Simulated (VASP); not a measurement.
**ZnCu2SnS4: single point with PBEsol+D3(BJ)**

ZnCu2SnS4:

```
CELL_PARAMETERS angstrom
-2.65898 2.65898 5.32570
2.65898 -2.65898 5.32570
2.65898 2.65898 -5.32570
ATOMIC_POSITIONS crystal
Sn 0.50000 0.50000 0.00000
Zn 0.00000 0.00000 0.00000
Cu 0.75000 0.25000 0.50000
Cu 0.25000 0.75000 0.50000
S 0.10509 0.10509 0.48017
S 0.62491 0.62491 0.51983
S 0.37509 0.89491 0.00000
S 0.89491 0.37509 0.00000
```

```
Program                : VASP 6.6.1
Task                   : single point
Functional             : PBEsol
Dispersion             : D3(BJ)
Potentials or basis    : VASP PAW PBE potentials, release 64 (Sn_d, Zn, Cu, S)
Cutoff                 : 520 eV
k mesh                 : 7 × 7 × 7
Occupations            : fermi-dirac, width 0.05 eV
Spin                   : no spin polarisation
Dipole correction      : no
Further INCAR settings : ALGO = Normal; EDIFF = 1e-06; NBANDS = 46
```

```
Pressure                   : 0.2 GPa
Largest force              : 0.039 eV/Å
Band gap on the k mesh     : 0.10 eV
Dispersion energy per atom : -0.309 eV
```

Forces on the atoms (eV/Å):
```
Sn   0.000  0.000  0.000
Zn   0.000  0.000  0.000
Cu   0.000  0.000  0.000
Cu   0.000  0.000  0.000
S    0.018  0.018  0.030
S   -0.018 -0.018  0.030
S   -0.018  0.018 -0.030
S    0.018 -0.018 -0.030
```

Levels at points of the mesh, in eV from the valence-band top:
| k point | band 33 | band 34 | band 35 | band 36 | band 37 | band 38 | band 39 | band 40 |
| --- | --- | --- | --- | --- | --- | --- | --- | --- |
| (0.00, 0.00, 0.00) | -1.87 | -0.12 | 0.00 | 0.00 | 0.10 | 1.74 | 3.05 | 3.53 |

It took 3.7 min on 1 thread of Intel(R) Xeon(R) 6975P-C (Granite Rapids) (shared host), peak memory 0.49 GiB.

Caveat: the smearing spreads over this small gap; semilocal functionals underestimate gaps, and a narrow one can read as zero; the PAW data sets were made with another functional, which shifts forces and pressure a little; spin-orbit coupling is left out, which moves the levels of the heavy elements.
